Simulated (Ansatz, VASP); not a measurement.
One calculation of Tl2H, two programs

```
Tl H
1.0
     0.00000    4.42356    4.42356
     4.42356    0.00000    4.42356
     4.42356    4.42356    0.00000
Tl H
4 2
Direct
  0.62500 0.62500 0.62500
  0.12500 0.62500 0.62500
  0.62500 0.62500 0.12500
  0.62500 0.12500 0.62500
  0.50000 0.50000 0.50000
  0.75000 0.75000 0.75000
```

Alike in both runs: task relaxation of cell and atoms; functional PBE; k mesh 4 × 4 × 4; occupations gaussian, width 0.1 eV; no spin polarisation.

```csv
,VASP,Ansatz
version,VASP 6.6.1,Ansatz 0.2.0
potentials or method,"VASP PAW PBE potentials, release 64 (Tl_d, H), cutoff 600 eV","scalar-relativistic, plane waves, PAW"
valence electrons in the cell,54,54
```

VASP gave:

| Item | Value |
| --- | --- |
| gap on the k mesh at the Fermi level, each at its own relaxed structure (eV) | none |
| relaxed volume (Å³/atom) | 47.31 |
| relaxed cell length with the largest relative difference (Å) | 7.377 |

Q: What did Ansatz give for the same quantities?

A: gap on the k mesh at the Fermi level, each at its own relaxed structure (eV): none; relaxed volume (Å³/atom): 45.23; relaxed cell length with the largest relative difference (Å): 7.267.

A gap of «none» marks a metal or a gap that the smearing closes.

Neither program's run includes spin-orbit coupling. Noted on VASP's run: the volume moved by over 15 % at a fixed basis, so the end points are rough.
